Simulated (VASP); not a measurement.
**SiC: single point with PBE**

SiC:

```
CELL_PARAMETERS angstrom
3.12002 0.00000 0.00000
-1.56001 2.70202 0.00000
0.00000 0.00000 4.98329
ATOMIC_POSITIONS crystal
Si 0.33333 0.66667 0.00456
Si 0.66667 0.33333 0.50456
C 0.33333 0.66667 0.36552
C 0.66667 0.33333 0.86552
```

This cell differs from its parent crystal: c/a of the conventional cell at fixed volume 1.5972.

```yaml
Program: VASP 6.6.1
Task: single point
Functional: PBE
Potentials_or_basis: VASP PAW PBE potentials, release 64 (Si, C)
Cutoff: 520 eV
k_mesh: 12 × 12 × 6
Occupations: gaussian, width 0.05 eV
Spin: no spin polarisation
Dipole_correction: no
Further_INCAR_settings: ALGO = Normal; EDIFF = 1e-06; NBANDS = 16
```

```
Pressure               : 1.6 GPa
Largest force          : 1.958 eV/Å
Band gap on the k mesh : 1.91 eV, indirect (least direct gap 3.55 eV)
```

Forces on the atoms (eV/Å):
```
Si   0.000  0.000 -1.958
Si   0.000  0.000 -1.958
C    0.000  0.000  1.958
C    0.000  0.000  1.958
```

Stress tensor (GPa, compression positive):
```
-7.23  0.00  0.00
 0.00 -7.23  0.00
 0.00  0.00 19.30
```

Levels at points of the mesh, in eV from the valence-band top:
| k point | band 6 | band 7 | band 8 | band 9 | band 10 | band 11 |
| --- | --- | --- | --- | --- | --- | --- |
| (0.00, 0.00, 0.00) | -0.61 | 0.00 | 0.00 | 4.17 | 6.09 | 6.23 |
| (0.50, 0.00, 0.00) | -3.69 | -3.47 | -1.07 | 2.48 | 4.00 | 6.44 |
| (0.00, 0.00, 0.50) | -0.82 | -0.82 | -0.82 | 5.39 | 5.39 | 6.98 |
| (0.50, 0.00, 0.50) | -2.55 | -2.51 | -2.51 | 3.10 | 3.10 | 5.34 |

Run time: 32 s on 1 thread of Intel Xeon 6975P-C, on a shared host, peak memory 0.18 GiB.

Caveat: forces of over 1 eV/Å act on the atoms, so gaps and moduli don't describe the material at rest. A k mesh can miss the band edges.
